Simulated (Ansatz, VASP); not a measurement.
**One calculation of C, two programs**

INCAR

```
PREC     = Accurate       # precision mode
ENCUT    = 600            # plane-wave cutoff, eV
EDIFF    = 1E-6           # SCF threshold, eV
ISMEAR   = 1              # smearing method
SIGMA    = 0.05           # smearing width, eV
LREAL    = F              # projectors in reciprocal space
LASPH    = T              # aspherical terms in the spheres
NELM     = 120            # most SCF steps
ALGO     = Normal         # electronic algorithm
ISIF     = 2              # what is computed and relaxed
LWAVE    = F              # write WAVECAR
LCHARG   = T              # write CHGCAR
GGA      = PS             # functional
LELF     = T              # ELF
LVHAR    = T            
NBANDS   = 16             # bands
GGA_COMPAT= F
```

Contents of KPOINTS:

```
Automatic mesh
0
Gamma
  10 10 10
```

The input POSCAR:

```
C
1.0
    8.4041290000      0.0000000000      0.0000000000
    8.0422227758      2.4396797070      0.0000000000
    8.0422227758      1.1929969621      2.1280966429
C
4
Direct
    0.9128300000      0.9128300000      0.9128300000
    0.2461500000      0.2461500000      0.2461500000
    0.7538500000      0.7538500000      0.7538500000
    0.0871700000      0.0871700000      0.0871700000
```

Input for Ansatz:

```yaml
crystal:
  lattice:
    a: 8.404129
    b: 8.404129
    c: 8.404129
    alpha: 16.87564
    beta: 16.87564
    gamma: 16.87564
  atoms:
    - { symbol: C, position: [0.91283, 0.91283, 0.91283] }
    - { symbol: C, position: [0.24615, 0.24615, 0.24615] }
    - { symbol: C, position: [0.75385, 0.75385, 0.75385] }
    - { symbol: C, position: [0.08717, 0.08717, 0.08717] }
kpoints:
  mp_grid:
    grid: [10, 10, 10]
hamiltonian:
  xc: pbesol
scf:
  occupations:
    method: cold
    width: 0.05
output:
  stress: true
```

Alike in both runs: task single point; functional PBEsol; k mesh 10 × 10 × 10; no spin polarisation.

|  | VASP | Ansatz |
| --- | --- | --- |
| version | VASP 6.6.1 | Ansatz 0.2.0 |
| potentials or method | VASP PAW PBE potentials, release 64 (C) | plane waves, PAW |
| plane-wave cutoff (eV) | 600 | 420 |
| occupations | methfessel-paxton of order 1, width 0.05 eV | cold, width 0.05 eV |
| valence electrons in the cell | 16 | 16 |

Ansatz gave:

* pressure (GPa): -2.1
* traceless stress, the component that is largest in VASP (GPa): 2.01

**Question.** Estimate VASP's values.

**Answer.** Pressure (GPa): -1.9; traceless stress, the component that is largest in VASP (GPa): 1.57.

VASP's potentials were made for PBE, not for PBEsol.
